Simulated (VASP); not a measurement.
# CuSn3 (P6_3/mmc) in VASP: single point with PBEsol

Aim: the single point of CuSn3 with PBEsol.

Program: VASP 6.6.1. These are calculated values, not measurements. Logs are shortened: lines on timing, memory, paths and dates and some standing lists are left out, and cuts for length are marked.

## Step 1: The cell of the first run

It takes space group P6_3/mmc (No. 194, hexagonal). Conventional cell: a = 7.498 Å, b = 7.498 Å, c = 3.891 Å, α = 90.00°, β = 90.00°, γ = 120.00°. Within 3.6 Å of Cu (site symmetry -6m2) lie 6 Sn at 2.72 Å. Sn (site symmetry mm2) has 2 Cu at 2.72 Å and 6 Sn at 3.11 to 3.29 Å within 3.6 Å.

## Step 2: Single point, PBEsol

INCAR

```
ALGO     = Fast           # electronic algorithm
EDIFF    = 1E-6           # SCF threshold, eV
ENCUT    = 520            # plane-wave cutoff, eV
GGA      = PS             # functional
ISIF     = 2              # what is computed and relaxed
ISMEAR   = 0              # smearing method
LASPH    = T              # aspherical terms in the spheres
LCHARG   = T              # write CHGCAR
LELF     = T              # ELF
LREAL    = F              # projectors in reciprocal space
LVHAR    = T            
LWAVE    = F              # write WAVECAR
NBANDS   = 63             # bands
NELM     = 100            # most SCF steps
PREC     = Accurate       # precision mode
SIGMA    = 0.1            # smearing width, eV
```

KPOINTS

```
k-points
0
Gamma
  6 6 8
```

POSCAR

```
CuSn3
1.0
    7.4978704235      0.0000000000      0.0000000000
   -3.7489352118      6.4933462611      0.0000000000
    0.0000000000      0.0000000000      3.8910920847
Cu Sn
2 6
Direct
    0.6666666667      0.3333333333      0.2500000000
    0.3333333333      0.6666666667      0.7500000000
    0.3744979019      0.1872489509      0.7500000000
    0.8127510491      0.1872489509      0.7500000000
    0.8127510491      0.6255020981      0.7500000000
    0.6255020981      0.8127510491      0.2500000000
    0.1872489509      0.8127510491      0.2500000000
    0.1872489509      0.3744979019      0.2500000000
```

Potentials or basis: VASP PAW PBE potentials, release 64 (Cu, Sn_d).

The run is started by

```sh
> cat potpaw_PBE.64/Cu/POTCAR potpaw_PBE.64/Sn_d/POTCAR > POTCAR
> mpirun -np 1 vasp_std > vasp.out
```

OUTCAR:

```text
EDIFF = 1E-6
   ENCUT = 520
   GGA = PS
   ISIF = 2
   ISMEAR = 0
   LASPH = T
   LREAL = F
   NELM = 100
   PREC = Accurate

 ion  position               nearest neighbor table
   1  0.667  0.333  0.250-   3 2.72   3 2.72   4 2.72   4 2.72   5 2.72   5 2.72
   2  0.333  0.667  0.750-   6 2.72   6 2.72   7 2.72   7 2.72   8 2.72   8 2.72
   3  0.374  0.187  0.750-   1 2.72   1 2.72   7 3.11   7 3.11   8 3.11   8 3.11   4 3.29   5 3.29

   4  0.813  0.187  0.750-   1 2.72   1 2.72   8 3.11   8 3.11   6 3.11   6 3.11   3 3.29   5 3.29

   5  0.813  0.626  0.750-   1 2.72   1 2.72   7 3.11   7 3.11   6 3.11   6 3.11   3 3.29   4 3.29

   6  0.626  0.813  0.250-   2 2.72   2 2.72   4 3.11   4 3.11   5 3.11   5 3.11   7 3.29   8 3.29

   7  0.187  0.813  0.250-   2 2.72   2 2.72   5 3.11   5 3.11   3 3.11   3 3.11   6 3.29   8 3.29

   8  0.187  0.374  0.250-   2 2.72   2 2.72   4 3.11   4 3.11   3 3.11   3 3.11   6 3.29   7 3.29

  LATTYP: Found a hexagonal cell.
 ALAT       =     7.4978704235
 C/A-ratio  =     0.5189596332

  Lattice vectors:

 A1 = (   7.4978704235,   0.0000000000,   0.0000000000)
 A2 = (  -3.7489352118,   6.4933462611,   0.0000000000)
 A3 = (   0.0000000000,   0.0000000000,   3.8910920847)

Analysis of symmetry for initial positions (statically):
=====================================================================
 Subroutine PRICEL returns:
 Original cell was already a primitive cell.

 Routine SETGRP: Setting up the symmetry group for a
 hexagonal supercell.

 Subroutine GETGRP returns: Found 24 space group operations
 (whereof 12 operations were pure point group operations)
 out of a pool of 24 trial point group operations.

The static configuration has the point symmetry D_3d.
 The point group associated with its full space group is D_6h.

Analysis of symmetry for dynamics (positions and initial velocities):
=====================================================================
 Subroutine PRICEL returns:
 Original cell was already a primitive cell.

 Routine SETGRP: Setting up the symmetry group for a
 hexagonal supercell.

 Subroutine GETGRP returns: Found 24 space group operations
 (whereof 12 operations were pure point group operations)
 out of a pool of 24 trial point group operations.

The dynamic configuration has the point symmetry D_3d.
 The point group associated with its full space group is D_6h.

 Subroutine INISYM returns: Found 24 space group operations
 (whereof 12 operations are pure point group operations),
 and found     1 'primitive' translations

----------------------------------------------------------------------------------------

[... 114 lines left out ...]
   PSTRESS=    0.0 pullay stress
   NELECT =     106.0000    total number of electrons
   NUPDOWN=      -1.0000    fix difference up-down
   EMIN   =  10.00;   EMAX   =-10.00  energy-range for DOS
   EFERMI =   0.00;   METHOD = LEGACY
   ISMEAR =     0;   SIGMA  =   0.10  broadening in eV -4-tet -1-fermi 0-gaus
   EFERMI_NEDOS =   21; number of points for ismear=-14 and -15
   IALGO  =     68    algorithm
   IMIX   =      4    mixing-type and parameters
     AMIX     =   0.40;   BMIX     =  1.00
     AMIX_MAG =   1.60;   BMIX_MAG =  1.00
  volume/ion in A,a.u.               =      23.68       159.80
  Fermi-wavevector in a.u.,A,eV,Ry     =   1.349017  2.549273 24.760523  1.819847
  Thomas-Fermi vector in A             =   2.476639
   LORBIT       =      0    0 simple, 1 ext, 2 COOP (PROOUT), +10 PAW based schemes
   GGA     = PS    functional components
   LHFCALC =     F    Hartree Fock is set to
   AEXX    =    0.0000 exact exchange contribution
   IVDW    =     0    specifies the selected vdW correction
   LEPSILON=     F    determine dielectric tensor
   LRPA    =     F    only Hartree local field effects (RPA)
 non-spin polarized calculation
 RMM-DIIS sequential band-by-band and
 Gauss-broadening in eV      SIGMA  =   0.10
  energy-cutoff  :      520.00
  volume of cell :      189.44
 maximum number of plane-waves:      5128
 NGX is ok and might be reduce to    56
   NGX = 27   NGY = 27   NGZ = 15

 number of electron     105.9999936 magnetization

 Free energy of the ion-electron system (eV)
  ---------------------------------------------------
  ext. energy  EPLUGINS =         0.00000000
  ---------------------------------------------------
  free energy    TOTEN  =       -32.83796714 eV

  energy without entropy =      -32.81215765  energy(sigma->0) =      -32.82506240

 E-fermi :   7.6421     XC(G=0): -10.6706

 val. band max:        7.6351561902   @ k =   0.3333   0.3333   0.1250
 cond. band min:       7.6543854646   @ k =   0.3333   0.1667   0.5000
 fundamental gap:      0.0192292744
 Fermi energy:         7.6421289659

 k-point     1 :       0.0000    0.0000    0.0000
  band No.  band energies     occupation
      1     -13.8222      2.00000
      2     -13.8094      2.00000
      3     -13.8094      2.00000
      4     -13.8094      2.00000
      5     -13.7801      2.00000
      6     -13.7801      2.00000
[... 1573 lines left out ...]
     62      11.4761      0.00000
     63      12.4337      0.00000

 [... further k-points ...]

------------------------ aborting loop because EDIFF is reached ----------------------------------------

  FORCE on cell =-STRESS in cart. coord.  units (eV):
  Direction    XX          YY          ZZ          XY          YZ          ZX
  --------------------------------------------------------------------------------------
  -------------------------------------------------------------------------------------
  Total        0.0581797      0.0581797      0.2353675     -0.0000000      0.0000000     -0.0000000
  in kB        0.4920444      0.4920444      1.9905775     -0.0000000      0.0000000     -0.0000000
  external PRESSURE =       0.9915554 kB  Pullay stress =       0.0000000 kB

 VOLUME and BASIS-vectors are now :
 -----------------------------------------------------------------------------
  energy-cutoff  :      520.00
  volume of cell :      189.44
      direct lattice vectors                 reciprocal lattice vectors
     7.497870424  0.000000000  0.000000000     0.133371203  0.077001900  0.000000000
    -3.748935212  6.493346261  0.000000000     0.000000000  0.154003800  0.000000000
     0.000000000  0.000000000  3.891092085     0.000000000  0.000000000  0.256997259

 POSITION                                       TOTAL-FORCE (eV/Angst)
 -----------------------------------------------------------------------------------
      3.74894      2.16445      0.97277         0.000000     -0.000000     -0.000000
     -0.00000      4.32890      2.91832        -0.000000      0.000000     -0.000000
      2.10595      1.21587      2.91832        -0.012917     -0.007458      0.000000
      5.39192      1.21587      2.91832         0.012917     -0.007458     -0.000000
      3.74894      4.06160      2.91832        -0.000000      0.014915     -0.000000
      1.64298      5.27747      0.97277         0.012917      0.007458     -0.000000
     -1.64298      5.27747      0.97277        -0.012917      0.007458      0.000000
     -0.00000      2.43174      0.97277         0.000000     -0.014915     -0.000000
 -----------------------------------------------------------------------------------
    total drift:                                0.000000     -0.000000      0.000000

  FREE ENERGIE OF THE ION-ELECTRON SYSTEM (eV)
  ---------------------------------------------------
  free  energy   TOTEN  =       -32.8379671429 eV

  energy  without entropy=      -32.8121576507  energy(sigma->0) =      -32.82506240
```

OSZICAR:

```text
N       E                     dE             d eps       ncg     rms          rms(c)
DAV:   1     0.126322657635E+04    0.12632E+04   -0.49629E+04  4518   0.274E+03
DAV:   2     0.207936186929E+03   -0.10553E+04   -0.10356E+04  4410   0.748E+02
DAV:   3    -0.176690553563E+02   -0.22561E+03   -0.21924E+03  4577   0.274E+02
DAV:   4    -0.350205830388E+02   -0.17352E+02   -0.16711E+02  5305   0.809E+01
[... 11 lines left out ...]
RMM:  16    -0.328379751522E+02   -0.58426E-05   -0.91969E-05  6091   0.390E-02    0.674E-02
RMM:  17    -0.328379792990E+02   -0.41468E-05   -0.33538E-05  5460   0.246E-02    0.716E-02
RMM:  18    -0.328379724879E+02    0.68111E-05   -0.14765E-05  5791   0.249E-02    0.381E-02
RMM:  19    -0.328379678947E+02    0.45932E-05   -0.94790E-06  4798   0.200E-02    0.216E-02
RMM:  20    -0.328379671429E+02    0.75184E-06   -0.33618E-06  3318   0.889E-03
   1 F= -.32837967E+02 E0= -.32825062E+02  d E =-.258095E-01
```

It took 19 min on 1 thread of Intel Xeon 8259CL, shared host; peak memory 0.5 GiB.

Results:

| Property | Result |
| --- | --- |
| Free energy | -32.8380 eV |
| Pressure | 0.1 GPa |
| Largest force | 0.015 eV/Å |
| Band gap on the k mesh | zero (bands 53 and 54 overlap by 3.55 eV) |

Forces in eV/Å, atoms in the order of the input:
```
Cu   0.000  0.000  0.000
Cu   0.000  0.000  0.000
Sn  -0.013 -0.007  0.000
Sn   0.013 -0.007  0.000
Sn   0.000  0.015  0.000
Sn   0.013  0.007  0.000
Sn  -0.013  0.007  0.000
Sn   0.000 -0.015  0.000
```

Caveat: the PAW data sets were made with another functional, which shifts forces and pressure a little; spin-orbit coupling is left out, which moves the levels of the heavy elements.
